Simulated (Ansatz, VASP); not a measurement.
## Two plane-wave programs on MgO

Contents of INCAR:

```
ALGO = Normal
EDIFF = 1E-6
ENCUT = 600
GGA = PE
GGA_COMPAT = False
ISIF = 2
ISMEAR = -1
LASPH = True
LCHARG = False
LREAL = False
LWAVE = False
NBANDS = 11
NELM = 120
PREC = Accurate
SIGMA = 0.05
```

The input KPOINTS:

```
k-points
0
Gamma
  9 9 9
```

POSCAR

```
MgO
1.0
    0.0000000000      2.1285000000      2.1285000000
    2.1285000000      0.0000000000      2.1285000000
    2.1285000000      2.1285000000      0.0000000000
Mg O
1 1
Direct
    0.0000000000      0.0000000000      0.0000000000
    0.5000000000      0.5000000000      0.5000000000
```

Input for Ansatz:

```yaml
crystal:
  lattice:
    - [0.0, 2.1285, 2.1285]
    - [2.1285, 0.0, 2.1285]
    - [2.1285, 2.1285, 0.0]
  atoms:
    - { symbol: Mg, position: [0.0, 0.0, 0.0] }
    - { symbol: O, position: [0.5, 0.5, 0.5] }
hamiltonian:
  xc: pbe
  pseudopotentials: { kind: paw }
basis:
  ecutwfc: 420
kpoints:
  mp_grid: { grid: [9, 9, 9] }
scf:
  occupations: { method: fermi_dirac, width: 0.05 }
  lower_state_search: "off"
  algorithm: density_mixing
  max_iter: 80
  mixing: { algorithm: anderson, ndim: 1, beta: 0.7, preconditioner: kerker }
output:
  forces: true
  stress: true
```

Alike in both runs: task single point; functional PBE; k mesh 9 × 9 × 9; occupations fermi-dirac, width 0.05 eV; no spin polarisation.

|  | VASP | Ansatz |
| --- | --- | --- |
| version | VASP 6.6.1 | Ansatz 0.2.0 |
| potentials or method | VASP PAW PBE potentials, release 64 (Mg, O), cutoff 600 eV | PAW, plane waves, scalar-relativistic |
| valence electrons in the cell | 8 | 16 |

```tsv
	VASP	Ansatz	Ansatz less VASP
pressure (GPa)	-1.4	-0.3	+1.03
```

VASP's potentials hold 8 valence electrons a cell and Ansatz's 16, so a difference there can come from the potentials and not from the codes.
